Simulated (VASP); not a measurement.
Li: single point with PBEsol+D3(BJ)

Li:

```
Li
1.0
     0.00000   -2.01166   -2.09548
     0.00000    2.01166   -2.09548
     4.02332    0.00000    0.00000
Li
2
Cartesian
  1.9480 0.0000 -2.0955
  0.0636 0.0000 0.0000
```

* Program: VASP 6.6.1
* Task: single point
* Functional: PBEsol
* Dispersion: D3(BJ)
* Potentials or basis: VASP PAW PBE potentials, release 64 (Li_sv)
* Cutoff: 520 eV
* k mesh: 16 × 16 × 10
* Occupations: gaussian, width 0.15 eV
* Spin: no spin polarisation

The largest force is 0.295 eV/Å. The band gap on the k mesh is zero (band 3 reaches 4.43 eV, above the bottom of band 4 at -0.96 eV) and the dispersion energy per atom is -0.179 eV.

Forces on the atoms (eV/Å):
```
Li   0.295  0.000  0.000
Li  -0.295  0.000  0.000
```

Levels at points of the mesh, in eV from the Fermi level:
```csv
k point,band 1,band 2,band 3,band 4,band 5,band 6,band 7,band 8
"(0.00, 0.00, 0.00)",-45.62,-45.56,-3.76,1.90,5.54,9.18,9.40,11.65
"(0.50, 0.00, 0.00)",-45.58,-45.58,-0.60,-0.60,6.24,6.24,9.64,9.64
"(0.50, 0.50, 0.00)",-45.57,-45.57,1.28,1.86,5.04,5.59,9.20,9.43
"(0.00, 0.00, 0.50)",-45.60,-45.58,-2.11,-2.10,11.05,11.26,11.72,11.90
"(0.50, 0.00, 0.50)",-45.58,-45.58,-0.09,-0.09,3.58,3.58,13.85,13.85
"(0.50, 0.50, 0.50)",-45.57,-45.57,3.28,3.86,3.86,4.45,4.75,4.77
```

It took 65 s on 1 thread of Intel(R) Xeon(R) Platinum 8175M CPU @ 2.50GHz (Skylake/Cascade Lake), on a shared host, peak memory 0.23 GiB.

Caveat: the PAW data sets were made with another functional, which shifts forces and pressure a little.
